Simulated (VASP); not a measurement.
Runs of VASP 6.6.1 on Pt2F. The structure is that of space group P6/mmm (No. 191), or close to it. The cells are those of the table. The cell was generated, and may not be a known phase.

| task | cell | k mesh | cutoff (eV) | gap on the mesh (eV) | pressure (GPa) | relaxed volume (Å³/atom) |
| --- | --- | --- | --- | --- | --- | --- |
| single point | a = 4.440, b = 4.440, c = 2.593 Å, angles 90.0, 90.0, 120.0°, 3 atoms | 6 × 6 × 4 | 520 | none | (a) | - |
| relaxation of cell and atoms | relaxed from a = 4.440, b = 4.440, c = 2.593 Å, angles 90.0, 90.0, 120.0°, 3 atoms | 6 × 6 × 6 | 600 | none | 0.0 | 14.91 |
| single point | a = 3.410, b = 3.410, c = 4.430 Å, angles 90.0, 90.0, 120.0°, 3 atoms | 6 × 6 × 4 | 520 | none | 141.9 | - |
| relaxation of cell and atoms | relaxed from a = 3.410, b = 3.410, c = 4.430 Å, angles 90.0, 90.0, 120.0°, 3 atoms | 6 × 6 × 4 | 600 | none | 0.1 | (b) |
| single point | a = 4.419, b = 4.419, c = 2.650 Å, angles 90.0, 90.0, 120.0°, 3 atoms | 6 × 6 × 6 | 520 | none | -0.4 | - |

Alike in all rows: level PBE; potentials or basis VASP PAW PBE potentials, release 64 (Pt, F); no spin polarisation; smearing gaussian 0.1 eV.

**Question.** Estimate the missing entries.

**Answer.** (a) -0.6; (b) 14.45.

Caveats: some runs use coarse meshes; spin-orbit coupling is left out, which moves the levels of the heavy elements; the stress differs along the axes, from -0 to 213 GPa (at least some runs); a cell axis changed by over 15 % at a fixed basis, so the end point is rough (at least some runs).

A k mesh can miss the band edges, and the runs leave out spin-orbit coupling on Pt.

A gap of «none» marks levels without a gap at the run's occupations.
